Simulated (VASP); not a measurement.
# ZrSc3F2 (P4mm) in VASP: a series of runs

The runs below take ZrSc3F2 through single point, relaxation of cell and atoms, with PBE.

Program: VASP 6.6.1. These are calculated values, not measurements. Logs are shortened: lines on timing, memory, paths and dates and some standing lists are left out, and cuts for length are marked.

### Step 1. The cell of the first run

The structure is tetragonal, space group P4mm (No. 99). Conventional cell: a = 3.696 Å, b = 3.696 Å, c = 8.023 Å, α = 90.00°, β = 90.00°, γ = 90.00°. Zr (site symmetry 4mm) has 9 Sc at 2.88 to 3.29 Å and 4 Zr at 3.70 Å and 4 F at 3.93 Å within 4.0 Å. Sc (site symmetry 4mm) has 4 Zr at 2.88 Å and 9 Sc at 3.22 to 3.70 Å and 4 F at 3.82 Å within 3.9 Å. Sc (site symmetry 4mm) has 4 F at 2.28 Å within 3.0 Å. Sc (site symmetry 4mm) has 4 F at 2.36 Å and 1 Sc at 3.22 Å and 4 Zr at 3.29 Å within 3.3 Å. Within 3.0 Å of F (site symmetry 2mm) lie 4 Sc at 2.28 to 2.36 Å and 4 F at 2.61 Å.

The cell was built from a structure type or drawn by symmetry, and may not be a known phase.

### Step 2. Single point, PBE, collinear spin

INCAR reads:

```
SYSTEM = ZrSc3F2
PREC = Accurate
ENCUT = 520
EDIFF = 1E-6
ISMEAR = 0
SIGMA = 0.1
LREAL = .FALSE.
LASPH = .TRUE.
NELM = 150
ALGO = Normal
ISIF = 2
LWAVE = .FALSE.
LCHARG = .TRUE.
ISPIN = 2
MAGMOM = 1 1 1 1 0 0
LORBIT = 11
LMAXMIX = 4
GGA = PE
LELF = .TRUE.
LVHAR = .TRUE.
NBANDS = 42
```

KPOINTS reads:

```
Automatic mesh
0
G
  6 6 2
  0 0 0
```

POSCAR reads:

```
ZrSc3F2
1.0
    3.6960865917      0.0000000000      0.0000000000
    0.0000000000      3.6960865917      0.0000000000
    0.0000000000      0.0000000000      8.0231283379
Zr Sc F
1 3 2
Direct
    0.0000000000      0.0000000000      0.0184323044
    0.5000000000      0.5000000000      0.1698178361
    0.0000000000      0.0000000000      0.4204467931
    0.5000000000      0.5000000000      0.7688025181
    0.5000000000      0.0000000000      0.5863981792
    0.0000000000      0.5000000000      0.5863981792
```

Potentials or basis: VASP PAW PBE potentials, release 64 (Zr_sv, Sc_sv, F).

Run with:

```console
$ cat potpaw_PBE.64/Zr_sv/POTCAR potpaw_PBE.64/Sc_sv/POTCAR potpaw_PBE.64/F/POTCAR > POTCAR
$ mpirun -np 1 vasp_std > vasp.out
```

OUTCAR:

```text
SYSTEM = ZrSc3F2
   PREC = Accurate
   ENCUT = 520
   EDIFF = 1E-6
   ISMEAR = 0
   LREAL = .FALSE.
   LASPH = .TRUE.
   NELM = 150
   ISIF = 2
   ISPIN = 2
   LORBIT = 11
   GGA = PE

 ion  position               nearest neighbor table
   1  0.000  0.000  0.018-   2 2.88   2 2.88   2 2.88   2 2.88   3 3.23   4 3.29   4 3.29   4 3.29
                             4 3.29
   2  0.500  0.500  0.170-   1 2.88   1 2.88   1 2.88   1 2.88   4 3.22   3 3.30   3 3.30   3 3.30
                             3 3.30
   3  0.000  0.000  0.420-   5 2.28   6 2.28   6 2.28   5 2.28   1 3.23   2 3.30   2 3.30   2 3.30
                             2 3.30
   4  0.500  0.500  0.769-   5 2.36   6 2.36   5 2.36   6 2.36   2 3.22   1 3.29   1 3.29   1 3.29
                             1 3.29
   5  0.500  0.000  0.586-   3 2.28   3 2.28   4 2.36   4 2.36
   6  0.000  0.500  0.586-   3 2.28   3 2.28   4 2.36   4 2.36

  LATTYP: Found a simple tetragonal cell.
 ALAT       =     3.6960865917
 C/A-ratio  =     2.1707089752

  Lattice vectors:

 A1 = (   3.6960865917,   0.0000000000,   0.0000000000)
 A2 = (   0.0000000000,   3.6960865917,   0.0000000000)
 A3 = (   0.0000000000,   0.0000000000,   8.0231283379)

Analysis of symmetry for initial positions (statically):
=====================================================================
 Subroutine PRICEL returns:
 Original cell was already a primitive cell.

 Routine SETGRP: Setting up the symmetry group for a
 simple tetragonal supercell.

 Subroutine GETGRP returns: Found  8 space group operations
 (whereof  8 operations were pure point group operations)
 out of a pool of 16 trial point group operations.

The static configuration has the point symmetry C_4v.

Analysis of symmetry for dynamics (positions and initial velocities):
=====================================================================
 Subroutine PRICEL returns:
 Original cell was already a primitive cell.

 Routine SETGRP: Setting up the symmetry group for a
 simple tetragonal supercell.

 Subroutine GETGRP returns: Found  8 space group operations
 (whereof  8 operations were pure point group operations)
 out of a pool of 16 trial point group operations.

The dynamic configuration has the point symmetry C_4v.

Analysis of structural, dynamic, and magnetic symmetry:
=====================================================================
 Subroutine PRICEL returns:
 Original cell was already a primitive cell.

 Routine SETGRP: Setting up the symmetry group for a
 simple tetragonal supercell.

 Subroutine GETGRP returns: Found  8 space group operations
 (whereof  8 operations were pure point group operations)
 out of a pool of 16 trial point group operations.

The overall configuration has the point symmetry C_4v.

 Subroutine INISYM returns: Found  8 space group operations
 (whereof  8 operations are pure point group operations),
 and found     1 'primitive' translations

----------------------------------------------------------------------------------------

                                     Primitive cell

  volume of cell :     109.6044

  direct lattice vectors                    reciprocal lattice vectors
     3.696086592  0.000000000  0.000000000     0.270556432  0.000000000  0.000000000
     0.000000000  3.696086592  0.000000000     0.000000000  0.270556432  0.000000000
     0.000000000  0.000000000  8.023128338     0.000000000  0.000000000  0.124639661

  length of vectors
     3.696086592  3.696086592  8.023128338     0.270556432  0.270556432  0.124639661

  position of ions in fractional coordinates (direct lattice)
     0.000000000  0.000000000  0.018432304
     0.500000000  0.500000000  0.169817836
     0.000000000  0.000000000  0.420446793
     0.500000000  0.500000000  0.768802518
     0.500000000  0.000000000  0.586398179
     0.000000000  0.500000000  0.586398179

  ion indices of the primitive-cell ions
   primitive index   ion index
                 1           1
                 2           2
                 3           3
                 4           4
                 5           5
                 6           6

----------------------------------------------------------------------------------------

[... 46 lines left out ...]
   k-points           NKPTS =     20   k-points in BZ     NKDIM =     20   number of bands    NBANDS=     42
   number of dos      NEDOS =    301   number of ions     NIONS =      6
   total plane-waves  NPLWV =  47040
   dimension x,y,z NGX =    28 NGY =   28 NGZ =   60
   dimension x,y,z NGXF=    56 NGYF=   56 NGZF=  120
   ions per type =               1   3   2
   NGX,Y,Z   is equivalent  to a cutoff of  12.59, 12.59, 12.43 a.u.
   NGXF,Y,Z  is equivalent  to a cutoff of  25.19, 25.19, 24.87 a.u.
 SYSTEM =  ZrSc3F2
   PREC   = accura    normal or accurate (medium, high low for compatibility)
   ISTART =      0    job   : 0-new  1-cont  2-samecut
   ICHARG =      2    charge: 1-file 2-atom 10-const
   ISPIN  =      2    spin polarized calculation?
   LNONCOLLINEAR =      F non collinear calculations
   LSORBIT =      F    spin-orbit coupling
   LASPH  =      T    aspherical Exc in radial PAW
   ENCUT  =  520.0 eV  38.22 Ry    6.18 a.u.   6.87  6.87 14.92*2*pi/ulx,y,z
   NELM   =    150;   NELMIN=  2; NELMDL= -5     # of ELM steps
   EDIFF  = 0.1E-05   stopping-criterion for ELM
   LREAL  =      F    real-space projection
   EDIFFG = 0.1E-04   stopping-criterion for IOM
   NSW    =      0    number of steps for IOM
   IBRION =     -1    ionic relax: 0-MD 1-quasi-New 2-CG
   NFREE  =      0    steps in history (QN), initial steepest desc. (CG)
   ISIF   =      2    stress and relaxation
   ISYM   =      2    0-nonsym 1-usesym 2-fastsym
   POTIM  = 0.5000    time-step for ionic-motion
   TEBEG  =    0.0;   TEEND  =   0.0 temperature during run
   PSTRESS=    0.0 pullay stress
   NELECT =      59.0000    total number of electrons
   NUPDOWN=      -1.0000    fix difference up-down
   EMIN   =  10.00;   EMAX   =-10.00  energy-range for DOS
   EFERMI =   0.00;   METHOD = LEGACY
   ISMEAR =     0;   SIGMA  =   0.10  broadening in eV -4-tet -1-fermi 0-gaus
   EFERMI_NEDOS =   21; number of points for ismear=-14 and -15
   IALGO  =     38    algorithm
   IMIX   =      4    mixing-type and parameters
     AMIX     =   0.40;   BMIX     =  1.00
     AMIX_MAG =   1.60;   BMIX_MAG =  1.00
  volume/ion in A,a.u.               =      18.27       123.27
  Fermi-wavevector in a.u.,A,eV,Ry     =   1.331730  2.516605 24.129995  1.773505
  Thomas-Fermi vector in A             =   2.460719
   LORBIT       =     11    0 simple, 1 ext, 2 COOP (PROOUT), +10 PAW based schemes
   GGA     = PE    functional components
   LHFCALC =     F    Hartree Fock is set to
   AEXX    =    0.0000 exact exchange contribution
   IVDW    =     0    specifies the selected vdW correction
   LEPSILON=     F    determine dielectric tensor
   LRPA    =     F    only Hartree local field effects (RPA)
 spin polarized calculation
 Gauss-broadening in eV      SIGMA  =   0.10
  energy-cutoff  :      520.00
  volume of cell :      109.60
 maximum number of plane-waves:      2992
 NGX is ok and might be reduce to    28
   NGX = 13   NGY = 13   NGZ = 29

 number of electron      58.9999987 magnetization       0.3783759

 Free energy of the ion-electron system (eV)
  ---------------------------------------------------
  ext. energy  EPLUGINS =         0.00000000
  ---------------------------------------------------
  free energy    TOTEN  =       -39.99912271 eV

  energy without entropy =      -39.96173337  energy(sigma->0) =      -39.98042804

 E-fermi :   5.3914     XC(G=0): -10.3117

 val. band max:        5.3875029432   @ k =   0.3333   0.0000   0.0000
 cond. band min:       5.3970575015   @ k =   0.5000   0.1667   0.0000
 fundamental gap:      0.0095545583
 Fermi energy:         5.3913976697

 spin component 1

 k-point     1 :       0.0000    0.0000    0.0000
  band No.  band energies     occupation
      1     -45.1994      1.00000
      2     -45.0360      1.00000
      3     -43.5262      1.00000
      4     -42.9739      1.00000
      5     -23.8926      1.00000
      6     -23.8509      1.00000
[... 869 lines left out ...]
     40       8.2056      0.00000
     41       8.4737      0.00000
 Fermi energy:         5.3913976697

 spin component 2

 k-point     1 :       0.0000    0.0000    0.0000
  band No.  band energies     occupation
      1     -45.2059      1.00000
      2     -45.0062      1.00000
      3     -43.4558      1.00000
      4     -42.8935      1.00000
      5     -23.8859      1.00000
      6     -23.8621      1.00000
[... 869 lines left out ...]
     40       8.2380      0.00000
     41       8.5089      0.00000
 [bands above 41 left out]

------------------------ aborting loop because EDIFF is reached ----------------------------------------

  FORCE on cell =-STRESS in cart. coord.  units (eV):
  Direction    XX          YY          ZZ          XY          YZ          ZX
  --------------------------------------------------------------------------------------
  -------------------------------------------------------------------------------------
  Total        0.1402525      0.1402525      0.1471749      0.0000000      0.0000000      0.0000000
  in kB        2.0501855      2.0501855      2.1513760      0.0000000      0.0000000      0.0000000
  external PRESSURE =       2.0839157 kB  Pullay stress =       0.0000000 kB

 VOLUME and BASIS-vectors are now :
 -----------------------------------------------------------------------------
  energy-cutoff  :      520.00
  volume of cell :      109.60
      direct lattice vectors                 reciprocal lattice vectors
     3.696086592  0.000000000  0.000000000     0.270556432  0.000000000  0.000000000
     0.000000000  3.696086592  0.000000000     0.000000000  0.270556432  0.000000000
     0.000000000  0.000000000  8.023128338     0.000000000  0.000000000  0.124639661

 POSITION                                       TOTAL-FORCE (eV/Angst)
 -----------------------------------------------------------------------------------
      0.00000      0.00000      0.14788        -0.000000      0.000000     -0.027668
      1.84804      1.84804      1.36247        -0.000000      0.000000      0.024625
      0.00000      0.00000      3.37330         0.000000      0.000000     -0.030307
      1.84804      1.84804      6.16820        -0.000000     -0.000000      0.039492
      1.84804      0.00000      4.70475        -0.000000     -0.000000     -0.003071
      0.00000      1.84804      4.70475        -0.000000      0.000000     -0.003071
 -----------------------------------------------------------------------------------
    total drift:                                0.000000     -0.000000      0.000262

  FREE ENERGIE OF THE ION-ELECTRON SYSTEM (eV)
  ---------------------------------------------------
  free  energy   TOTEN  =       -39.9991227088 eV

  energy  without entropy=      -39.9617333744  energy(sigma->0) =      -39.98042804

 total charge

# of ion       s       p       d       tot
------------------------------------------
    1        2.229   5.935   1.731   9.895
    2        2.297   6.123   1.151   9.570
    3        2.201   6.112   0.942   9.255
    4        2.208   6.100   0.932   9.240
    5        1.741   4.366   0.000   6.106
    6        1.741   4.366   0.000   6.106
--------------------------------------------------
tot         12.417  33.000   4.756  50.173

 magnetization (x)

# of ion       s       p       d       tot
------------------------------------------
    1        0.002   0.006   0.130   0.138
    2        0.003   0.008   0.085   0.095
    3       -0.000   0.000  -0.006  -0.007
    4       -0.001   0.002   0.034   0.036
    5       -0.000  -0.000   0.000  -0.000
    6       -0.000  -0.000   0.000  -0.000
--------------------------------------------------
tot          0.003   0.016   0.243   0.262
```

It took 3.9 min on 1 thread of Intel Xeon Platinum 8259CL at 2.50GHz (Skylake/Cascade Lake), shared host; peak memory 0.32 GiB.

Results:

```
Free energy                                           : -39.9991 eV
Pressure                                              : 0.2 GPa
Largest force                                         : 0.039 eV/Å
Net moment                                            : 0.38 μB per cell
Site moments                                          : Zr +0.14; Sc +0.10, -0.01, +0.04; F -0.00 μB
Valence electrons inside the program's atomic spheres : Zr 9.89; Sc 9.57, 9.26, 9.24; F 6.11
```

Forces on the atoms (eV/Å):
```
Zr   0.000  0.000 -0.028
Sc   0.000  0.000  0.025
Sc   0.000  0.000 -0.030
Sc   0.000  0.000  0.039
F    0.000  0.000 -0.003
F    0.000  0.000 -0.003
```

Caveat: the k points lie up to 0.39 Å⁻¹ apart.

### Step 3. Single point, PBE

This run uses another cell than the first one, of 18.20 Å³/atom.

INCAR reads:

```
SYSTEM = ZrSc3F2
  ALGO = Normal
  EDIFF = 1E-6
  ENCUT = 520
  GGA = PE
  ISIF = 2
  ISMEAR = 0
  LASPH = .True.
  LCHARG = .False.
  LREAL = .False.
  LWAVE = .False.
  NBANDS = 38
  NELM = 80
  PREC = Accurate
  SIGMA = 0.1
```

KPOINTS reads:

```
k-points
0
Gamma
  4 4 4
  0 0 0
```

POSCAR reads:

```
ZrSc3F2
1.0
    3.6676588429      0.0000000000      0.0000000000
    0.0000000000      3.6676588429      0.0000000000
    0.0000000000      0.0000000000      8.1180102451
Zr Sc F
1 3 2
Direct
    0.0000000000      0.0000000000      0.0127942726
    0.5000000000      0.5000000000      0.1723208987
    0.0000000000      0.0000000000      0.4204795894
    0.5000000000      0.5000000000      0.7664324240
    0.5000000000      0.0000000000      0.5891343127
    0.0000000000      0.5000000000      0.5891343127
```

Potentials or basis: VASP PAW PBE potentials, release 64 (Zr_sv, Sc_sv, F).

Run with:

```console
$ cat potpaw_PBE.64/Zr_sv/POTCAR potpaw_PBE.64/Sc_sv/POTCAR potpaw_PBE.64/F/POTCAR > POTCAR
$ mpirun -np 1 vasp_std > vasp.out
```

OUTCAR:

```text
SYSTEM = ZrSc3F2
   EDIFF = 1E-6
   ENCUT = 520
   GGA = PE
   ISIF = 2
   ISMEAR = 0
   LASPH = .True.
   LREAL = .False.
   NELM = 80
   PREC = Accurate

 ion  position               nearest neighbor table
   1  0.000  0.000  0.013-   2 2.90   2 2.90   2 2.90   2 2.90   4 3.28   4 3.28   4 3.28   4 3.28
                             3 3.31
   2  0.500  0.500  0.172-   1 2.90   1 2.90   1 2.90   1 2.90   3 3.28   3 3.28   3 3.28   3 3.28
                             4 3.30
   3  0.000  0.000  0.420-   5 2.29   6 2.29   6 2.29   5 2.29   2 3.28   2 3.28   2 3.28   2 3.28
                             1 3.31
   4  0.500  0.500  0.766-   5 2.33   6 2.33   5 2.33   6 2.33   1 3.28   1 3.28   1 3.28   1 3.28
                             2 3.30
   5  0.500  0.000  0.589-   3 2.29   3 2.29   4 2.33   4 2.33
[... 939 lines left out ...]
  Total        0.0511425      0.0511425      0.3086252      0.0000000      0.0000000      0.0000000
  in kB        0.7503518      0.7503518      4.5280843      0.0000000      0.0000000      0.0000000
  external PRESSURE =       2.0095960 kB  Pullay stress =       0.0000000 kB

 VOLUME and BASIS-vectors are now :
 -----------------------------------------------------------------------------
  energy-cutoff  :      520.00
  volume of cell :      109.20
      direct lattice vectors                 reciprocal lattice vectors
     3.667658843  0.000000000  0.000000000     0.272653494  0.000000000  0.000000000
     0.000000000  3.667658843  0.000000000     0.000000000  0.272653494  0.000000000
     0.000000000  0.000000000  8.118010245     0.000000000  0.000000000  0.123182895

 POSITION                                       TOTAL-FORCE (eV/Angst)
 -----------------------------------------------------------------------------------
      0.00000      0.00000      0.10386         0.000000      0.000000      0.016847
      1.83383      1.83383      1.39890         0.000000     -0.000000      0.040687
      0.00000      0.00000      3.41346         0.000000      0.000000     -0.032780
      1.83383      1.83383      6.22191         0.000000     -0.000000      0.036391
      1.83383      0.00000      4.78260         0.000000      0.000000     -0.030572
      0.00000      1.83383      4.78260         0.000000      0.000000     -0.030572
 -----------------------------------------------------------------------------------
    total drift:                                0.000000      0.000000     -0.003700

  FREE ENERGIE OF THE ION-ELECTRON SYSTEM (eV)
  ---------------------------------------------------
  free  energy   TOTEN  =       -40.0831103272 eV

  energy  without entropy=      -40.0602998998  energy(sigma->0) =      -40.07170511
```

It took 2.4 min on 1 thread of Oxide Virtual Turin-like, shared host; peak memory 0.21 GiB.

Results:

```
Free energy            : -40.0831 eV
Pressure               : 0.2 GPa
Largest force          : 0.041 eV/Å
Band gap on the k mesh : zero (an odd number of electrons rules out a gap without spin polarisation)
```

Forces in eV/Å, atoms in the order of the input:
```
Zr   0.000  0.000  0.017
Sc   0.000  0.000  0.041
Sc   0.000  0.000 -0.033
Sc   0.000  0.000  0.036
F    0.000  0.000 -0.031
F    0.000  0.000 -0.031
```

Stress tensor (GPa, compression positive):
```
0.08 0.00 0.00
0.00 0.08 0.00
0.00 0.00 0.45
```

Caveat: the k points lie up to 0.43 Å⁻¹ apart, too coarse for converged energies and pressures of a metal; an odd number of electrons without spin polarisation forces a metal; a magnetic or distorted state may lie lower.

### Step 4. Single point, PBE

This run uses another cell than the first one, of 18.91 Å³/atom.

INCAR is that of step 3.

KPOINTS is that of step 3.

POSCAR reads:

```
ZrSc3F2
1.0
    4.5040764300      0.0000000000      0.0000000000
    0.0000000000      4.5040764300      0.0000000000
    0.0000000000      0.0000000000      5.5933880800
Zr Sc F
1 3 2
Direct
    0.0000000000      0.0000000000      0.0356883900
    0.5000000000      0.5000000000      0.1475509300
    0.0000000000      0.0000000000      0.5540418100
    0.5000000000      0.5000000000      0.7081385600
    0.5000000000      0.0000000000      0.5524380600
    0.0000000000      0.5000000000      0.5524380600
```

Run with:

```console
$ cat potpaw_PBE.64/Zr_sv/POTCAR potpaw_PBE.64/Sc_sv/POTCAR potpaw_PBE.64/F/POTCAR > POTCAR
$ mpirun -np 1 vasp_std > vasp.out
```

Wall time 2.3 min (1 thread of Oxide Virtual Turin-like, shared host); peak memory 0.22 GiB.

Results (log left out):

```yaml
Free_energy: -36.1635 eV
Pressure: 0.6 GPa
Largest_force: 1.639 eV/Å
Band_gap_on_the_k_mesh: zero (an odd number of electrons rules out a gap without spin polarisation)
```

Forces on the atoms (eV/Å):
```
Zr   0.000  0.000 -0.318
Sc   0.000  0.000  1.639
Sc   0.000  0.000 -0.234
Sc   0.000  0.000 -1.062
F    0.000  0.000 -0.012
F    0.000  0.000 -0.012
```

Stress tensor (GPa, compression positive):
```
-7.26  0.00  0.00
 0.00 -7.26  0.00
 0.00  0.00 16.26
```

Levels at points of the mesh, in eV from the Fermi level:
| k point | band 25 | band 26 | band 27 | band 28 | band 29 | band 30 | band 31 | band 32 | band 33 | band 34 |
| --- | --- | --- | --- | --- | --- | --- | --- | --- | --- | --- |
| (0.00, 0.00, 0.00) | -3.79 | -0.97 | -0.81 | -0.65 | -0.65 | -0.55 | -0.46 | 0.95 | 0.98 | 0.98 |
| (0.50, 0.00, 0.00) | -2.24 | -1.60 | -0.90 | -0.53 | -0.41 | -0.14 | -0.08 | 0.66 | 0.97 | 1.23 |
| (0.50, 0.50, 0.00) | -1.67 | -1.17 | -0.75 | -0.75 | -0.09 | 0.28 | 0.28 | 0.28 | 1.48 | 1.49 |
| (0.00, 0.00, 0.50) | -2.56 | -0.94 | -0.49 | -0.15 | 0.28 | 0.28 | 0.33 | 0.91 | 1.03 | 1.03 |
| (0.50, 0.00, 0.50) | -1.45 | -0.80 | -0.38 | -0.02 | 0.06 | 0.21 | 0.70 | 0.96 | 1.10 | 1.38 |
| (0.50, 0.50, 0.50) | -0.86 | -0.66 | -0.57 | -0.57 | 0.32 | 0.32 | 0.63 | 1.03 | 1.35 | 1.56 |

Caveat: an odd number of electrons without spin polarisation forces a metal; a magnetic or distorted state may lie lower.

(Part 1 of 2 ends here.)
